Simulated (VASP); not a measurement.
Here is a VASP 6.6.1 calculation.

File INCAR:

```
SYSTEM = CsTlS
PREC = Accurate
ENCUT = 520
EDIFF = 1E-6
ISMEAR = 0
SIGMA = 0.1
LREAL = .False.
LASPH = .True.
NELM = 80
ALGO = Normal
ISIF = 2
LWAVE = .False.
LCHARG = .True.
GGA = PE
LELF = .True.
LVHAR = .True.
NBANDS = 21
```

KPOINTS

```
regular mesh
0
Gamma
  4 4 4
  0 0 0
```

Contents of POSCAR:

```
CsTlS
1.0
    4.9878064156      0.0000000000      0.0000000000
    0.0000000000      4.9878064156      0.0000000000
    0.0000000000      0.0000000000      5.4965769451
Cs Tl S
1 1 1
Direct
    0.5000000000      0.5000000000      0.5000000000
    0.0000000000      0.0000000000      0.0000000000
    0.0000000000      0.0000000000      0.5000000000
```

Potentials or basis: VASP PAW PBE potentials, release 64 (Cs_sv, Tl_d, S).

The run is started by

```console
$ cat potpaw_PBE.64/Cs_sv/POTCAR potpaw_PBE.64/Tl_d/POTCAR potpaw_PBE.64/S/POTCAR > POTCAR
$ mpirun -np 1 vasp_std > vasp.out
```

(1) What does it give for the pressure?

(2) What does it give for the band gap on the k mesh?

## Answers

(1) 0.2 GPa.

(2) zero (bands 14 and 15 overlap by 0.53 eV).

Caveat: spin-orbit coupling is left out, which moves the levels of the heavy elements.
